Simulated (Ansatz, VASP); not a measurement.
## Ir: VASP beside Ansatz

Contents of INCAR:

```
PREC = Accurate ; ENCUT = 520
EDIFF = 1E-6 ; ISMEAR = -1
SIGMA = 0.1 ; LREAL = F
LASPH = T ; NELM = 80
ALGO = Normal ; ISIF = 2
LWAVE = F ; LCHARG = F
GGA = RP ; NBANDS = 10
```

File KPOINTS:

```
regular mesh
0
Gamma
  14 14 14
```

POSCAR

```
Ir
1.0
    2.5501816382      0.0000000000      0.0000000000
    0.0000000000      2.5501816382      0.0000000000
    0.0000000000      0.0000000000      2.5501816382
Ir
1
Direct
    0.0000000000      0.0000000000      0.0000000000
```

Input for Ansatz:

```yaml
crystal:
  lattice:
    - [2.5501816382, 0.0, 0.0]
    - [0.0, 2.5501816382, 0.0]
    - [0.0, 0.0, 2.5501816382]
  atoms:
    - { symbol: Ir, position: [0.0, 0.0, 0.0] }
hamiltonian:
  xc: rpbe
  pseudopotentials:
    kind: paw
    azcp:
      Ir: "pseudopotentials/Ir.paw.azcp"
basis:
  ecutwfc: 420
  fft_grid_basis: typed
kpoints:
  mp_grid: { grid: [14, 14, 14], shift: [0, 0, 0] }
magnetization:
  spin_polarized: false
scf:
  occupations: { method: fermi_dirac, width: 0.1 }
  lower_state_search: "off"
output:
  stress: true
```

Alike in both runs: task single point; functional RPBE; k mesh 14 × 14 × 14; occupations fermi-dirac, width 0.1 eV; no spin polarisation.

```csv
,VASP,Ansatz
version,VASP 6.6.1,Ansatz 0.2.0
potentials or method,"VASP PAW PBE potentials, release 64 (Ir), cutoff 520 eV","plane waves (420 eV) with PAW, scalar-relativistic"
valence electrons in the cell,9,17
```

VASP gave:

| Property | Result |
| --- | --- |
| pressure (GPa) | 10.0 |

Estimate Ansatz's values.

pressure (GPa): 9.9.

VASP's potentials were made for PBE, not for RPBE. VASP's potentials hold 9 valence electrons a cell and Ansatz's 17, so a difference there can come from the potentials and not from the codes.

Neither program's run includes spin-orbit coupling.
